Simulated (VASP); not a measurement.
# AlSn4 (Cmmm) in VASP: a series of runs, part 2 of 3

VASP 6.6.1. The steps go on from the part before.

**3. Single point, PBE**

This run uses another cell than the first one, of 27.73 Å³/atom, 1.109 times its volume.

INCAR reads:

```
PREC = Accurate
ENCUT = 520
EDIFF = 1E-6
ISMEAR = 0
SIGMA = 0.1
LREAL = False
LASPH = True
NELM = 80
ALGO = Fast
ISIF = 2
LWAVE = False
LCHARG = False
GGA = PE
NBANDS = 38
```

KPOINTS reads:

```
regular mesh
0
Gamma
  4 4 6
```

POSCAR reads:

```
AlSn4
1.0
    4.2015633641     -4.5794209533      0.0000000000
    4.2015633641      4.5794209533      0.0000000000
    0.0000000000      0.0000000000      3.6031612592
Al Sn
1 4
Direct
    0.5000000000      0.5000000000      0.5000000000
    0.8100972766      0.1899027234      0.5000000000
    0.2272149555      0.2272149555      0.0000000000
    0.7727850445      0.7727850445      0.0000000000
    0.1899027234      0.8100972766      0.5000000000
```

Potentials or basis: VASP PAW PBE potentials, release 64 (Al, Sn_d).

Command:

```bash
$ cat potpaw_PBE.64/Al/POTCAR potpaw_PBE.64/Sn_d/POTCAR > POTCAR
$ mpirun -np 1 vasp_std > vasp.out
```

OUTCAR:

```text
PREC = Accurate
   ENCUT = 520
   EDIFF = 1E-6
   ISMEAR = 0
   LREAL = False
   LASPH = True
   NELM = 80
   ISIF = 2
   GGA = PE

 ion  position               nearest neighbor table
   1  0.500  0.500  0.500-   2 2.84   5 2.84   4 2.92   3 2.92   3 2.92   4 2.92
   2  0.810  0.190  0.500-   1 2.84   3 3.15   4 3.15   3 3.15   4 3.15   5 3.48
   3  0.227  0.227  0.000-   1 2.92   1 2.92   5 3.15   2 3.15   2 3.15   5 3.15
   4  0.773  0.773  0.000-   1 2.92   1 2.92   5 3.15   2 3.15   2 3.15   5 3.15
   5  0.190  0.810  0.500-   1 2.84   3 3.15   4 3.15   3 3.15   4 3.15   2 3.48

  LATTYP: Found a base centered orthorhombic cell.
 ALAT       =     8.4031267282
 B/A-ratio  =     1.0899326171
 C/A-ratio  =     0.4287881613

  Lattice vectors:

 A1 = (   4.2015633641,  -4.5794209533,   0.0000000000)
 A2 = (   4.2015633641,   4.5794209533,   0.0000000000)
 A3 = (   0.0000000000,   0.0000000000,   3.6031612592)

Analysis of symmetry for initial positions (statically):
=====================================================================
 Subroutine PRICEL returns:
 Original cell was already a primitive cell.

 Routine SETGRP: Setting up the symmetry group for a
 base centered orthorhombic supercell.

 Subroutine GETGRP returns: Found  8 space group operations
 (whereof  8 operations were pure point group operations)
 out of a pool of  8 trial point group operations.

The static configuration has the point symmetry D_2h.

Analysis of symmetry for dynamics (positions and initial velocities):
=====================================================================
 Subroutine PRICEL returns:
 Original cell was already a primitive cell.

 Routine SETGRP: Setting up the symmetry group for a
 base centered orthorhombic supercell.

 Subroutine GETGRP returns: Found  8 space group operations
 (whereof  8 operations were pure point group operations)
 out of a pool of  8 trial point group operations.

The dynamic configuration has the point symmetry D_2h.

 Subroutine INISYM returns: Found  8 space group operations
[... 119 lines left out ...]
   EFERMI_NEDOS =   21; number of points for ismear=-14 and -15
   IALGO  =     68    algorithm
   IMIX   =      4    mixing-type and parameters
     AMIX     =   0.40;   BMIX     =  1.00
     AMIX_MAG =   1.60;   BMIX_MAG =  1.00
  volume/ion in A,a.u.               =      27.73       187.14
  Fermi-wavevector in a.u.,A,eV,Ry     =   1.231347  2.326908 20.629362  1.516215
  Thomas-Fermi vector in A             =   2.366160
   LORBIT       =      0    0 simple, 1 ext, 2 COOP (PROOUT), +10 PAW based schemes
   GGA     = PE    functional components
   LHFCALC =     F    Hartree Fock is set to
   AEXX    =    0.0000 exact exchange contribution
   IVDW    =     0    specifies the selected vdW correction
   LEPSILON=     F    determine dielectric tensor
   LRPA    =     F    only Hartree local field effects (RPA)
 non-spin polarized calculation
 RMM-DIIS sequential band-by-band and
 Gauss-broadening in eV      SIGMA  =   0.10
  energy-cutoff  :      520.00
  volume of cell :      138.65
 maximum number of plane-waves:      3754
 NGX is ok and might be reduce to    48
   NGX = 23   NGY = 23   NGZ = 13

 number of electron      58.9999989 magnetization

 Free energy of the ion-electron system (eV)
  ---------------------------------------------------
  ext. energy  EPLUGINS =         0.00000000
  ---------------------------------------------------
  free energy    TOTEN  =       -18.38496435 eV

  energy without entropy =      -18.37605998  energy(sigma->0) =      -18.38051217

 E-fermi :   6.9228     XC(G=0):  -9.7880

 val. band max:        6.8856177781   @ k =  -0.2500   0.2500   0.1667
 cond. band min:       6.9685541115   @ k =   0.2500   0.0000   0.5000
 fundamental gap:      0.0829363334
 Fermi energy:         6.9227692604

 k-point     1 :       0.0000    0.0000    0.0000
  band No.  band energies     occupation
      1     -14.6524      2.00000
      2     -14.6404      2.00000
      3     -14.6317      2.00000
      4     -14.6170      2.00000
      5     -14.6163      2.00000
      6     -14.6076      2.00000
[... 973 lines left out ...]
     37      11.0738      0.00000
     38      12.0869      0.00000

 [... further k-points ...]
[... 5 lines left out ...]
  --------------------------------------------------------------------------------------
  -------------------------------------------------------------------------------------
  Total        0.0580666      0.0808355      0.0959946     -0.0000000      0.0000000      0.0000000
  in kB        0.6709680      0.9340654      1.1092316     -0.0000000      0.0000000      0.0000000
  external PRESSURE =       0.9047550 kB  Pullay stress =       0.0000000 kB

 VOLUME and BASIS-vectors are now :
 -----------------------------------------------------------------------------
  energy-cutoff  :      520.00
  volume of cell :      138.65
      direct lattice vectors                 reciprocal lattice vectors
     4.201563364 -4.579420953  0.000000000     0.119003322 -0.109184110  0.000000000
     4.201563364  4.579420953  0.000000000     0.119003322  0.109184110  0.000000000
     0.000000000  0.000000000  3.603161259     0.000000000  0.000000000  0.277534067

 POSITION                                       TOTAL-FORCE (eV/Angst)
 -----------------------------------------------------------------------------------
      4.20156      0.00000      1.80158         0.000000      0.000000      0.000000
      4.20156     -2.84013      1.80158         0.000000     -0.003469      0.000000
      1.90932      0.00000      0.00000         0.036644      0.000000      0.000000
      6.49381      0.00000      0.00000        -0.036644      0.000000      0.000000
      4.20156      2.84013      1.80158         0.000000      0.003469      0.000000
 -----------------------------------------------------------------------------------
    total drift:                                0.000000      0.000000     -0.000000

  FREE ENERGIE OF THE ION-ELECTRON SYSTEM (eV)
  ---------------------------------------------------
  free  energy   TOTEN  =       -18.3849643491 eV

  energy  without entropy=      -18.3760599830  energy(sigma->0) =      -18.38051217
```

Run time: 1.8 min. Hardware: 1 thread of Intel Xeon Platinum 8259CL at 2.50GHz (Skylake/Cascade Lake), shared host; peak memory 0.3 GiB.

Results:

```yaml
Free_energy: -18.3850 eV
Pressure: 0.1 GPa
Largest_force: 0.037 eV/Å
```

Forces on the atoms (eV/Å):
```
Al   0.000  0.000  0.000
Sn   0.000 -0.003  0.000
Sn   0.037  0.000  0.000
Sn  -0.037  0.000  0.000
Sn   0.000  0.003  0.000
```

Caveat: spin-orbit coupling is left out, which moves the levels of the heavy elements.

**4. Relaxation of cell and atoms, PBE**

INCAR reads:

```
SYSTEM = AlSn4
PREC     = Accurate       ! precision mode
ENCUT    = 600            ! plane-wave cutoff, eV
EDIFF    = 1E-6           ! SCF threshold, eV
ISMEAR   = 0              ! smearing method
SIGMA    = 0.1            ! smearing width, eV
LREAL    = .FALSE.        ! projectors in reciprocal space
LASPH    = .TRUE.         ! aspherical terms in the spheres
NELM     = 60             ! most SCF steps
ALGO     = Fast           ! electronic algorithm
ISIF     = 3              ! what is computed and relaxed
LWAVE    = .FALSE.        ! write WAVECAR
LCHARG   = .FALSE.        ! write CHGCAR
GGA      = PE             ! functional
IBRION   = 2              ! ionic algorithm
NSW      = 90             ! ionic steps
EDIFFG   = -0.04          ! ionic threshold
```

KPOINTS reads:

```
regular mesh
0
G
  4 4 6
  0 0 0
```

POSCAR reads:

```
AlSn4
1.0
    3.8536830600     -4.6215062300      0.0000000000
    3.8536830600      4.6215062300      0.0000000000
    0.0000000000      0.0000000000      3.5115995300
Al Sn
1 4
Direct
    0.5000000000      0.5000000000      0.5000000000
    0.7327440800      0.2672559200      0.5000000000
    0.2835574700      0.2835574700      0.0000000000
    0.7164425300      0.7164425300      0.0000000000
    0.2672559200      0.7327440800      0.5000000000
```

Command:

```bash
$ cat potpaw_PBE.64/Al/POTCAR potpaw_PBE.64/Sn_d/POTCAR > POTCAR
$ mpirun -np 1 vasp_std > vasp.out
```

Wall time 53 min (1 thread of Intel Xeon Platinum 8259CL at 2.50GHz (Skylake/Cascade Lake), shared host); peak memory 0.33 GiB.

The run converged. Its results:

```yaml
Free_energy: -18.3801 eV
Relaxed_volume: 27.52 Å³/atom
Relaxed_cell: a = 6.200 Å, b = 6.200 Å, c = 3.597 Å, α = 90.00°, β = 90.00°, γ = 95.57°
Space_group_after_relaxing_to_0.05_Å: Cmmm (No. 65)
Energy_gained_by_relaxing: 1258.7 meV/atom
Ionic_steps: 34
Pressure_after_relaxing: 0.0 GPa
Largest_force_after_relaxing: 0.012 eV/Å
```

Forces on the atoms (eV/Å):
```
Al   0.000  0.000  0.000
Sn   0.000 -0.012  0.000
Sn  -0.003  0.000  0.000
Sn   0.003  0.000  0.000
Sn   0.000  0.012  0.000
```

Stress tensor (GPa, compression positive):
```
 0.19  0.00  0.00
 0.00 -0.15  0.00
 0.00  0.00  0.07
```

The path:
```csv
step,energy change (eV),largest force (eV/Å),pressure (GPa),volume (Å³)
1,0.0000,8.1869,28.00,125.08
2,-3.2442,0.2073,-6.27,220.56
3,-4.8642,1.1211,-1.96,169.31
4,-4.8717,1.1877,-1.52,167.77
5,-4.8744,1.2558,-1.30,166.31
6,-4.1738,2.5746,6.70,144.79
7,-4.8844,1.2922,-1.16,165.41
8,-5.1130,1.1409,-1.45,161.35
9,-5.6954,0.9578,-1.41,149.34
10,-5.6558,1.0041,7.11,126.29
11,-5.9435,1.2204,0.13,140.41
12,-5.9782,1.3092,1.64,135.32
13,-6.1113,0.7566,1.54,134.94
14,-6.1364,0.3964,1.87,134.67
15,-6.1979,0.3517,0.22,138.25
16,-6.2132,0.3290,-0.72,141.03
17,-6.2319,0.2457,-0.45,139.98
18,-6.2494,0.1248,0.16,138.14
19,-6.2509,0.1158,0.41,137.42
20,-6.2546,0.0806,0.07,138.35
21,-6.2554,0.0635,-0.11,138.90
22,-6.2582,0.0570,-0.08,138.83
23,-6.2669,0.0657,-0.02,138.64
24,-6.2808,0.1034,0.09,138.20
25,-6.2815,0.1243,0.20,137.96
26,-6.2838,0.1157,0.10,138.36
27,-6.2897,0.0934,-0.31,139.56
28,-6.2804,0.0914,-0.93,141.93
29,-6.2905,0.0853,-0.29,140.04
30,-6.2882,0.0699,-0.70,140.99
31,-6.2904,0.0734,-0.33,140.32
32,-6.2899,0.0617,-0.58,140.57
33,-6.2903,0.0683,-0.55,140.39
34,-6.2934,0.0122,0.04,137.61
```

Final structure:
```xyz
5
Lattice="4.1654 -4.5917 0.0000 4.1654 4.5917 0.0000 0.0000 0.0000 3.5975" Properties=species:S:1:pos:R:3 pbc="T T T"
Al    4.1654    0.0000    1.7987
Sn    4.1654   -2.8406    1.7987
Sn    1.8982    0.0000    0.0000
Sn    6.4326    0.0000    0.0000
Sn    4.1654    2.8406    1.7987
```

Levels at points of the mesh, in eV from the Fermi level:
```
           k point  band 25  band 26  band 27  band 28  band 29  band 30  band 31  band 32  band 33  band 34
(0.00, 0.00, 0.00)    -4.29    -3.77    -2.59    -1.83     0.69     0.70     3.49     4.08     4.10     4.93
(0.50, 0.00, 0.00)    -4.50    -4.08    -1.32     0.17     0.91     1.45     1.79     1.93     4.00     4.09
(0.50, 0.50, 0.00)    -1.47    -0.90    -0.83    -0.75    -0.38     1.25     1.51     1.71     2.12     2.98
(0.00, 0.00, 0.50)    -3.75    -3.27    -3.10    -2.18    -1.15    -0.78    -0.47    -0.10     0.47     1.17
(0.50, 0.00, 0.50)    -3.97    -3.00    -2.76    -2.23    -1.48    -1.30    -1.14    -0.34     1.44     2.66
(0.50, 0.50, 0.50)    -5.55    -4.28    -4.23    -3.62     0.56     1.48     1.70     1.79     2.22     2.28
```

Caveat: spin-orbit coupling is left out, which moves the levels of the heavy elements.

(Continued in part 3 of 3.)
